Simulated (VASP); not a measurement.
Pt3PbC: single point with r2SCAN

The system is Pt3PbC.

```
Pt Pb C
1.0
     4.26933    0.00000    0.00000
     0.00000    4.26933    0.00000
     0.00000    0.00000    4.26933
Pt Pb C
3 1 1
Direct
  0.00000 0.50000 0.50000
  0.50000 0.50000 0.00000
  0.50000 0.00000 0.50000
  0.00000 0.00000 0.00000
  0.50000 0.50000 0.50000
```

```
Program                : VASP 6.6.1
Task                   : single point
Functional             : r2SCAN
Potentials or basis    : VASP PAW PBE potentials, release 64 (Pt, Pb_d, C)
Cutoff                 : 520 eV
k mesh                 : 5 × 5 × 5
Occupations            : gaussian, width 0.15 eV
Spin                   : no spin polarisation
Dipole correction      : no
Further INCAR settings : ALGO = Normal; EDIFF = 1e-07; NBANDS = 32
```

```yaml
Pressure: 6.8 GPa
Band_gap_on_the_k_mesh: zero (band 24 reaches 10.01 eV, above the bottom of band 25 at 9.70 eV)
```

Levels at points of the mesh, in eV from the Fermi level:
```csv
k point,band 22,band 23,band 24,band 25,band 26,band 27
"(0.00, 0.00, 0.00)",-0.64,-0.64,-0.64,0.41,1.40,1.40
```

Wall time 83 s on 1 thread of Intel(R) Xeon(R) Platinum 8259CL CPU @ 2.50GHz (Skylake/Cascade Lake) (shared host), peak memory 0.2 GiB.

Caveat: the PAW data sets were made with another functional, which shifts forces and pressure a little; spin-orbit coupling is left out, which moves the levels of the heavy elements.
